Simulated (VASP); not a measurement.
Input of a VASP 6.6.1 run:

The input INCAR:

```
SYSTEM = H10CO6
ALGO = Normal ; EDIFF = 1E-6
ENCUT = 520 ; GGA = CA
GGA_COMPAT = .False. ; ISIF = 2
ISMEAR = -1 ; LASPH = .True.
LCHARG = .True. ; LELF = .True.
LREAL = .False. ; LVHAR = .True.
LWAVE = .False. ; NBANDS = 39
NELM = 120 ; PREC = Accurate
SIGMA = 0.05
```

The input KPOINTS:

```
k-points
0
Gamma
  1 1 1
  0 0 0
```

Contents of POSCAR:

```
H10CO6
1.0
    5.6774110000      0.0000000000      0.0000000000
    0.0000000000      5.6774110000      0.0000000000
    0.0000000000      0.0000000000      5.6774110000
O H C
6 10 1
Direct
    1.0355776603      0.3593539379      0.4042863904
    0.3661704252      0.2403736492      0.1521644285
    0.4756569500      0.4234676686      0.7490033750
    0.1034978796      0.6690725755      0.6996675069
    0.7913994601      0.7065192215      0.2197832780
    1.1211624453      0.8897541503      0.0856200124
    1.0399634622      0.4624467033      0.5582121851
    1.2391035280      0.3270857086      0.2626901593
    0.4037227532      0.3427970954      0.0095994459
    0.2727651741      0.0735898810      0.0938808200
    0.6294594490      0.4981143694      0.8037994783
    0.3621897375      0.5572786610      0.7308436891
    0.0943387752      0.7516630380      0.8649893411
    0.0720574924      0.7940238958      0.5752269829
    0.9212297648      0.4530057803      0.3067243150
    0.9367826286      1.0283208314      0.3432022096
    0.9308468244      0.8732853760      0.2148866799
```

Potentials or basis: VASP PAW LDA potentials, release 64 (O, H, C).

Launch:

```console
$ cat potpaw_LDA.64/O/POTCAR potpaw_LDA.64/H/POTCAR potpaw_LDA.64/C/POTCAR > POTCAR
$ mpirun -np 1 vasp_gam > vasp.out
```

Problem. Estimate the pressure.

Solution. -1.9 GPa.

Problem. Predict the largest force.

Solution. 2.294 eV/Å.

Forces in eV/Å, atoms in the order of the input:
```
O   -0.428  0.419  0.404
O   -0.488 -0.498 -0.283
O    1.777  0.768  1.231
O   -0.429  1.579 -0.436
O    0.181  0.571 -0.341
O   -1.099 -0.822 -0.733
H    0.368 -0.623 -0.750
H    0.091 -0.507  0.153
H    0.182 -0.366 -0.502
H    0.098  1.004  0.846
H   -1.279 -0.638 -0.642
H   -0.152 -0.031 -0.375
H    0.136  0.007  0.011
H    0.280 -0.830  1.004
H   -0.036 -0.059 -0.022
H   -0.740 -0.084  0.075
C    1.539  0.111  0.362
```

Caveat: the k points lie up to 1.11 Å⁻¹ apart; the atoms stand as in a frame of molecular dynamics.
